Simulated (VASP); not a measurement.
**Si6Ni: single point with PBEsol**

Si6Ni, a slab with vacuum:

```xyz
7
Lattice="3.8417 0.0000 0.0000 -1.9209 3.3270 0.0000 0.0000 0.0000 26.0577" Properties=species:S:1:pos:R:3 pbc="T T T"
Si    0.0000    2.2180    8.5000
Si    0.0000    0.0000    9.2842
Si    0.0000    0.0000   11.6367
Si    1.9209    1.1090   12.4150
Si    1.9209    1.1090   14.7758
Si    0.0000    2.2180   15.5560
Ni    0.0000    2.2180   17.7028
```

| Item | Value |
| --- | --- |
| Program | VASP 6.6.1 |
| Task | single point |
| Functional | PBEsol |
| Potentials or basis | VASP PAW PBE potentials, release 64 (Si, Ni) |
| Cutoff | 520 eV |
| k mesh | 9 × 9 × 1 |
| Occupations | gaussian, width 0.05 eV |
| Spin | collinear spin, ferromagnetic start |
| Starting moments | [0.0, 0.0, 0.0, 0.0, 0.0, 0.0, 2.0] μB |
| Dipole correction | yes |
| Further INCAR settings | ALGO = Normal; EDIFF = 1e-07; NBANDS = 30 |

```
Largest force                                         : 0.828 eV/Å
Net moment                                            : 0.86 μB per cell
Site moments                                          : Si +0.02, +0.00, +0.01 (each value once); Ni +0.74 μB
Valence electrons inside the program's atomic spheres : Si 1.65, 1.68, 1.67, 1.69 (each value once); Ni 9.00
```

Forces in eV/Å, atoms in the order of the input:
```
Si   0.000  0.000  0.704
Si   0.000  0.000 -0.828
Si   0.000  0.000  0.161
Si   0.000  0.000 -0.058
Si   0.000  0.000  0.042
Si   0.000  0.000  0.041
Ni   0.000  0.000 -0.064
```

Levels at points of the mesh, in eV from the Fermi level:
Spin up:
```
           k point  band 13  band 14  band 15  band 16  band 17  band 18  band 19  band 20  band 21  band 22
(0.00, 0.00, 0.00)    -0.91    -0.30    -0.30     0.03     0.09     0.09     1.19     1.75     2.64     2.95
```
Spin down:
| k point | band 12 | band 13 | band 14 | band 15 | band 16 | band 17 | band 18 | band 19 | band 20 | band 21 |
| --- | --- | --- | --- | --- | --- | --- | --- | --- | --- | --- |
| (0.00, 0.00, 0.00) | -0.26 | -0.26 | -0.19 | -0.19 | 0.13 | 0.21 | 0.21 | 1.24 | 1.77 | 2.68 |

Wall time 29 min on 1 thread of Oxide Virtual Turin-like Processor (shared host), peak memory 0.63 GiB.

Caveat: the PAW data sets were made with another functional, which shifts forces and pressure a little.
